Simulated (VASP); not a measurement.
# V (Im-3m) in VASP: further runs

V is run at these levels: PBE; tasks: single point.

All numbers are computed with VASP 6.6.1; they aren't measurements. Logs are shortened: lines on timing, memory, paths and dates and some standing lists are left out, and cuts for length are marked.

## 1. The cell of the first run

The structure is cubic, space group Im-3m (No. 229). Conventional cell: a = 3.027 Å, b = 3.027 Å, c = 3.027 Å, α = 90.00°, β = 90.00°, γ = 90.00°. V (site symmetry m-3m) has 14 V at 2.62 to 3.03 Å within 3.5 Å.

## 2. Single point, PBE (volume scaled by 1.03)

File INCAR:

```
  ALGO = Fast
  EDIFF = 1E-6
  ENCUT = 520
  GGA = PE
  ISIF = 2
  ISMEAR = 0
  LASPH = T
  LCHARG = F
  LREAL = F
  LWAVE = F
  NBANDS = 12
  NELM = 100
  PREC = Accurate
  SIGMA = 0.1
```

File KPOINTS:

```
k-points
0
Gamma
  20 20 20
```

File POSCAR:

```
V
1.0
   -1.5134493476      1.5134493476      1.5134493476
    1.5134493476     -1.5134493476      1.5134493476
    1.5134493476      1.5134493476     -1.5134493476
V
1
Direct
    0.0000000000      0.0000000000      0.0000000000
```

Potentials or basis: VASP PAW PBE potentials, release 64 (V_sv).

The run is started by

```sh
> cat potpaw_PBE.64/V_sv/POTCAR > POTCAR
> mpirun -np 1 vasp_std > vasp.out
```

OUTCAR:

```text
EDIFF = 1E-6
   ENCUT = 520
   GGA = PE
   ISIF = 2
   ISMEAR = 0
   LASPH = T
   LREAL = F
   NELM = 100
   PREC = Accurate

 ion  position               nearest neighbor table
   1  0.000  0.000  0.000-

  LATTYP: Found a body centered cubic cell.
 ALAT       =     3.0268986952

  Lattice vectors:

 A1 = (  -1.5134493476,   1.5134493476,   1.5134493476)
 A2 = (   1.5134493476,  -1.5134493476,   1.5134493476)
 A3 = (   1.5134493476,   1.5134493476,  -1.5134493476)

Analysis of symmetry for initial positions (statically):
=====================================================================
 Subroutine PRICEL returns:
 Original cell was already a primitive cell.

 Routine SETGRP: Setting up the symmetry group for a
 body centered cubic supercell.

 Subroutine GETGRP returns: Found 48 space group operations
[... 9 lines left out ...]

 Routine SETGRP: Setting up the symmetry group for a
 body centered cubic supercell.

 Subroutine GETGRP returns: Found 48 space group operations
[... 11 lines left out ...]
                                     Primitive cell

  volume of cell :      13.8664

  direct lattice vectors                    reciprocal lattice vectors
    -1.513449348  1.513449348  1.513449348     0.000000000  0.330371149  0.330371149
     1.513449348 -1.513449348  1.513449348     0.330371149  0.000000000  0.330371149
     1.513449348  1.513449348 -1.513449348     0.330371149  0.330371149  0.000000000

  length of vectors
     2.621371165  2.621371165  2.621371165     0.467215360  0.467215360  0.467215360

  position of ions in fractional coordinates (direct lattice)
     0.000000000  0.000000000  0.000000000

  ion indices of the primitive-cell ions
   primitive index   ion index
                 1           1

----------------------------------------------------------------------------------------

 KPOINTS: k-points

Automatic generation of k-mesh.
 Grid dimensions read from file:
 generate k-points for:   20   20   20

 Generating k-lattice:

  Cartesian coordinates                     Fractional coordinates (reciprocal lattice)
     0.000000000  0.016518557  0.016518557     0.050000000  0.000000000  0.000000000
     0.016518557  0.000000000  0.016518557     0.000000000  0.050000000  0.000000000
     0.016518557  0.016518557  0.000000000     0.000000000  0.000000000  0.050000000

  Length of vectors
     0.023360768  0.023360768  0.023360768

  Shift w.r.t. Gamma in fractional coordinates (k-lattice)
     0.000000000  0.000000000  0.000000000

 Subroutine IBZKPT returns following result:
 ===========================================

 Found    256 irreducible k-points:

 Following reciprocal coordinates:
            Coordinates               Weight
  0.000000  0.000000  0.000000      1.000000
  0.050000  0.000000  0.000000     12.000000
  0.100000  0.000000  0.000000     12.000000
  0.150000  0.000000  0.000000     12.000000
  0.200000  0.000000  0.000000     12.000000
  0.250000  0.000000  0.000000     12.000000
[... 16 lines left out ...]
  0.200000  0.100000  0.000000     48.000000
  0.250000  0.100000  0.000000     48.000000
 [... further k-points ...]
   k-points           NKPTS =    256   k-points in BZ     NKDIM =    256   number of bands    NBANDS=     12
   number of dos      NEDOS =    301   number of ions     NIONS =      1
   total plane-waves  NPLWV =   8000
   dimension x,y,z NGX =    20 NGY =   20 NGZ =   20
   dimension x,y,z NGXF=    40 NGYF=   40 NGZF=   40
   ions per type =               1
   NGX,Y,Z   is equivalent  to a cutoff of  12.68, 12.68, 12.68 a.u.
   NGXF,Y,Z  is equivalent  to a cutoff of  25.37, 25.37, 25.37 a.u.
 SYSTEM =  unknown system
   PREC   = accura    normal or accurate (medium, high low for compatibility)
   ISTART =      0    job   : 0-new  1-cont  2-samecut
   ICHARG =      2    charge: 1-file 2-atom 10-const
   ISPIN  =      1    spin polarized calculation?
   LNONCOLLINEAR =      F non collinear calculations
   LSORBIT =      F    spin-orbit coupling
   LASPH  =      T    aspherical Exc in radial PAW
   ENCUT  =  520.0 eV  38.22 Ry    6.18 a.u.   4.87  4.87  4.87*2*pi/ulx,y,z
   NELM   =    100;   NELMIN=  2; NELMDL= -5     # of ELM steps
   EDIFF  = 0.1E-05   stopping-criterion for ELM
   LREAL  =      F    real-space projection
   EDIFFG = 0.1E-04   stopping-criterion for IOM
   NSW    =      0    number of steps for IOM
   IBRION =     -1    ionic relax: 0-MD 1-quasi-New 2-CG
   NFREE  =      0    steps in history (QN), initial steepest desc. (CG)
   ISIF   =      2    stress and relaxation
   ISYM   =      2    0-nonsym 1-usesym 2-fastsym
   POTIM  = 0.5000    time-step for ionic-motion
   TEBEG  =    0.0;   TEEND  =   0.0 temperature during run
   PSTRESS=    0.0 pullay stress
   NELECT =      13.0000    total number of electrons
   NUPDOWN=      -1.0000    fix difference up-down
   EMIN   =  10.00;   EMAX   =-10.00  energy-range for DOS
   EFERMI =   0.00;   METHOD = LEGACY
   ISMEAR =     0;   SIGMA  =   0.10  broadening in eV -4-tet -1-fermi 0-gaus
   EFERMI_NEDOS =   21; number of points for ismear=-14 and -15
   IALGO  =     68    algorithm
   IMIX   =      4    mixing-type and parameters
     AMIX     =   0.40;   BMIX     =  1.00
     AMIX_MAG =   1.60;   BMIX_MAG =  1.00
  volume/ion in A,a.u.               =      13.87        93.58
  Fermi-wavevector in a.u.,A,eV,Ry     =   1.602266  3.027844 34.929661  2.567258
  Thomas-Fermi vector in A             =   2.699114
   LORBIT       =      0    0 simple, 1 ext, 2 COOP (PROOUT), +10 PAW based schemes
   GGA     = PE    functional components
   LHFCALC =     F    Hartree Fock is set to
   AEXX    =    0.0000 exact exchange contribution
   IVDW    =     0    specifies the selected vdW correction
   LEPSILON=     F    determine dielectric tensor
   LRPA    =     F    only Hartree local field effects (RPA)
 non-spin polarized calculation
 RMM-DIIS sequential band-by-band and
 Gauss-broadening in eV      SIGMA  =   0.10
  energy-cutoff  :      520.00
  volume of cell :       13.87
 maximum number of plane-waves:       386
   NGX =  9   NGY =  9   NGZ =  9

 number of electron      12.9999996 magnetization

 Free energy of the ion-electron system (eV)
  ---------------------------------------------------
  ext. energy  EPLUGINS =         0.00000000
  ---------------------------------------------------
  free energy    TOTEN  =        -8.99076913 eV

  energy without entropy =       -8.98172690  energy(sigma->0) =       -8.98624801

 E-fermi :   9.3467     XC(G=0): -12.7485

 val. band max:        9.3449706284   @ k =   0.3500   0.1500   0.1000
 cond. band min:       9.3551818946   @ k =  -0.3000   0.3000   0.1500
 fundamental gap:      0.0102112661
 Fermi energy:         9.3466527807

 k-point     1 :       0.0000    0.0000    0.0000
  band No.  band energies     occupation
      1     -54.4090      2.00000
      2     -27.7542      2.00000
      3     -27.7542      2.00000
      4     -27.7542      2.00000
      5       2.8283      2.00000
      6       9.7525      0.00000
      7       9.7525      0.00000
      8       9.7525      0.00000
      9      11.6896      0.00000
     10      11.6896      0.00000
     11      29.6086      0.00000
     12      29.6086      0.00000

 k-point     2 :       0.0500    0.0000    0.0000
  band No.  band energies     occupation
      1     -54.4048      2.00000
      2     -27.7752      2.00000
      3     -27.7607      2.00000
      4     -27.7544      2.00000
      5       2.9270      2.00000
      6       9.7110      0.00000
      7       9.7442      0.00000
      8       9.8218      0.00000
      9      11.6411      0.00000
     10      11.6922      0.00000
     11      29.4161      0.00000
     12      29.6028      0.00000

 k-point     3 :       0.1000    0.0000    0.0000
  band No.  band energies     occupation
      1     -54.3924      2.00000
      2     -27.8356      2.00000
      3     -27.7793      2.00000
      4     -27.7548      2.00000
      5       3.2170      2.00000
      6       9.5924      0.00051
      7       9.7086      0.00000
      8      10.0262      0.00000
      9      11.5225      0.00000
     10      11.7013      0.00000
     11      28.8400      0.00000
     12      29.4792      0.00000

 k-point     4 :       0.1500    0.0000    0.0000
  band No.  band energies     occupation
      1     -54.3731      2.00000
      2     -27.9289      2.00000
      3     -27.8082      2.00000
      4     -27.7553      2.00000
      5       3.6785      2.00000
      6       9.4130      0.34809
      7       9.6207      0.00011
      8      10.3552      0.00000
      9      11.4016      0.00000
     10      11.7199      0.00000
     11      27.8917      0.00000
     12      29.1261      0.00000

 k-point     5 :       0.2000    0.0000    0.0000
  band No.  band energies     occupation
      1     -54.3487      2.00000
      2     -28.0452      2.00000
      3     -27.8444      2.00000
      4     -27.7561      2.00000
      5       4.2735      2.00000
      6       9.1952      1.96778
      7       9.4752      0.06901
      8      10.7905      0.00000
      9      11.3462      0.00000
     10      11.7512      0.00000
     11      26.6119      0.00000
     12      28.4782      0.00000

 k-point     6 :       0.2500    0.0000    0.0000
  band No.  band energies     occupation
      1     -54.3216      2.00000
      2     -28.1726      2.00000
      3     -27.8843      2.00000
      4     -27.7570      2.00000
      5       4.9356      2.00000
      6       8.9636      2.00000
      7       9.3324      1.15925
      8      11.3045      0.00000
      9      11.3752      0.00000
     10      11.7966      0.00000
     11      25.1019      0.00000
     12      27.6573      0.00000

 k-point     7 :       0.3000    0.0000    0.0000
  band No.  band energies     occupation
      1     -54.2944      2.00000
      2     -28.2982      2.00000
      3     -27.9240      2.00000
      4     -27.7579      2.00000
      5       5.5545      2.00000
      6       8.7414      2.00000
      7       9.3202      1.29216
      8      11.4620      0.00000
      9      11.8538      0.00000
     10      11.8588      0.00000
     11      23.4948      0.00000
     12      26.8210      0.00000

 k-point     8 :       0.3500    0.0000    0.0000
  band No.  band energies     occupation
      1     -54.2697      2.00000
      2     -28.4102      2.00000
      3     -27.9596      2.00000
      4     -27.7587      2.00000
      5       5.9937      2.00000
      6       8.5483      2.00000
      7       9.5722      0.00142
      8      11.5669      0.00000
      9      11.9164      0.00000
     10      12.4018      0.00000
     11      21.9254      0.00000
     12      26.0810      0.00000
[... 166 lines left out ...]
 k-point    20 :       0.4500    0.0500    0.0000
  band No.  band energies     occupation
      1     -54.2330      2.00000
      2     -28.5622      2.00000
      3     -28.0161      2.00000
      4     -27.7680      2.00000
      5       6.3315      2.00000
      6       8.2917      2.00000
      7      10.5910      0.00000
      8      11.6691      0.00000
      9      12.1443      0.00000
     10      13.4360      0.00000
     11      19.2503      0.00000
     12      24.9716      0.00000

 k-point    21 :       0.1000    0.1000    0.0000
  band No.  band energies     occupation
      1     -54.3623      2.00000
      2     -27.9794      2.00000
      3     -27.8076      2.00000
      4     -27.7741      2.00000
      5       3.9462      2.00000
      6       9.3835      0.60252
      7       9.4571      0.11839
      8      10.5933      0.00000
      9      11.2959      0.00000
     10      11.7822      0.00000
     11      27.6272      0.00000
     12      28.5576      0.00000

 k-point    22 :       0.1500    0.1000    0.0000
  band No.  band energies     occupation
      1     -54.3391      2.00000
      2     -28.0837      2.00000
      3     -27.8426      2.00000
      4     -27.7802      2.00000
      5       4.5272      2.00000
      6       9.1849      1.97784
      7       9.2849      1.61725
      8      11.0489      0.00000
      9      11.2264      0.00000
     10      11.8485      0.00000
     11      26.5785      0.00000
     12      27.7071      0.00000

 k-point    23 :       0.2000    0.1000    0.0000
  band No.  band energies     occupation
      1     -54.3132      2.00000
      2     -28.1962      2.00000
      3     -27.8867      2.00000
      4     -27.7833      2.00000
      5       5.1795      2.00000
      6       8.9525      2.00000
      7       9.1320      1.99760
      8      11.2371      0.00000
      9      11.5891      0.00000
     10      11.9211      0.00000
     11      25.1712      0.00000
     12      26.8856      0.00000

 k-point    24 :       0.2500    0.1000    0.0000
  band No.  band energies     occupation
      1     -54.2873      2.00000
      2     -28.3065      2.00000
      3     -27.9325      2.00000
      4     -27.7854      2.00000
      5       5.7978      2.00000
      6       8.7331      2.00000
      7       9.0791      1.99985
      8      11.3274      0.00000
      9      11.9597      0.00000
     10      12.2060      0.00000
     11      23.5856      0.00000
     12      26.1384      0.00000

 [... further k-points ...]
[... 5 lines left out ...]
  --------------------------------------------------------------------------------------
  -------------------------------------------------------------------------------------
  Total       -0.4281736     -0.4281736     -0.4281736      0.0000000      0.0000000      0.0000000
  in kB      -49.4728365    -49.4728365    -49.4728365      0.0000000      0.0000000      0.0000000
  external PRESSURE =     -49.4728365 kB  Pullay stress =       0.0000000 kB

 VOLUME and BASIS-vectors are now :
 -----------------------------------------------------------------------------
  energy-cutoff  :      520.00
  volume of cell :       13.87
      direct lattice vectors                 reciprocal lattice vectors
    -1.513449348  1.513449348  1.513449348     0.000000000  0.330371149  0.330371149
     1.513449348 -1.513449348  1.513449348     0.330371149  0.000000000  0.330371149
     1.513449348  1.513449348 -1.513449348     0.330371149  0.330371149  0.000000000

 POSITION                                       TOTAL-FORCE (eV/Angst)
 -----------------------------------------------------------------------------------
      0.00000      0.00000      0.00000         0.000000     -0.000000     -0.000000
 -----------------------------------------------------------------------------------
    total drift:                                0.000000     -0.000000      0.000000

  FREE ENERGIE OF THE ION-ELECTRON SYSTEM (eV)
  ---------------------------------------------------
  free  energy   TOTEN  =        -8.9907691302 eV

  energy  without entropy=       -8.9817268960  energy(sigma->0) =       -8.98624801
```

Wall time 25 s (1 thread of Intel Xeon 6975P-C, shared host); peak memory 0.16 GiB.

Results:

- Free energy: -8.9908 eV
- Pressure: -4.9 GPa

Levels at points of the mesh, in eV from the Fermi level:
| k point | band 4 | band 5 | band 6 | band 7 | band 8 | band 9 | band 10 | band 11 |
| --- | --- | --- | --- | --- | --- | --- | --- | --- |
| (0.00, 0.00, 0.00) | -37.10 | -6.52 | 0.41 | 0.41 | 0.41 | 2.34 | 2.34 | 20.26 |
| (0.50, 0.00, 0.00) | -37.11 | -3.07 | -1.07 | 1.54 | 2.34 | 2.68 | 3.96 | 9.81 |
| (0.50, 0.50, 0.50) | -37.66 | -2.86 | -2.86 | 3.58 | 3.58 | 3.58 | 9.94 | 9.94 |

(Part 1 of 2 ends here.)
